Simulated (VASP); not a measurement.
A run of VASP 6.6.1 is set up as follows.

INCAR

```
PREC = Accurate
ENCUT = 600
EDIFF = 1E-6
ISMEAR = 0
SIGMA = 0.1
LREAL = False
LASPH = True
NELM = 100
ALGO = Normal
ISIF = 3
LWAVE = False
LCHARG = False
GGA = PE
IBRION = 2
NSW = 90
EDIFFG = -0.04
```

KPOINTS

```
regular mesh
0
Gamma
  4 4 4
```

POSCAR

```
SbTe2O
1.0
    4.3837545200      0.0000000000      0.0000000000
    0.0000000000      4.3837545200      0.0000000000
    0.0000000000      0.0000000000      5.9826718600
Sb Te O
1 2 1
Direct
    0.0000000000      0.0000000000      0.0000000000
    0.0000000000      0.0000000000      0.5000000000
    0.5000000000      0.5000000000      0.0000000000
    0.5000000000      0.5000000000      0.5000000000
```

Potentials or basis: VASP PAW PBE potentials, release 64 (Sb, Te, O).

The run is started by

```sh
$ cat potpaw_PBE.64/Sb/POTCAR potpaw_PBE.64/Te/POTCAR potpaw_PBE.64/O/POTCAR > POTCAR
$ mpirun -np 1 vasp_std > vasp.out
```

Predict the relaxed volume.

25.68 Å³/atom.

Estimate the space group after relaxing (to 0.05 Å).

P4/mmm (No. 123).

The path:
```csv
step,energy change (eV),largest force (eV/Å),pressure (GPa),volume (Å³)
1,0.0000,0.0000,-4.95,114.97
2,-0.2134,0.0000,1.31,100.80
3,-0.2194,0.0000,0.24,102.58
4,-0.2474,0.0000,0.34,102.24
5,-0.2684,0.0000,1.03,101.05
6,-0.2723,0.0000,0.82,101.34
7,-0.2728,0.0000,0.74,101.45
8,-0.2739,0.0000,-0.57,103.79
9,-0.2758,0.0000,-0.01,102.73
```
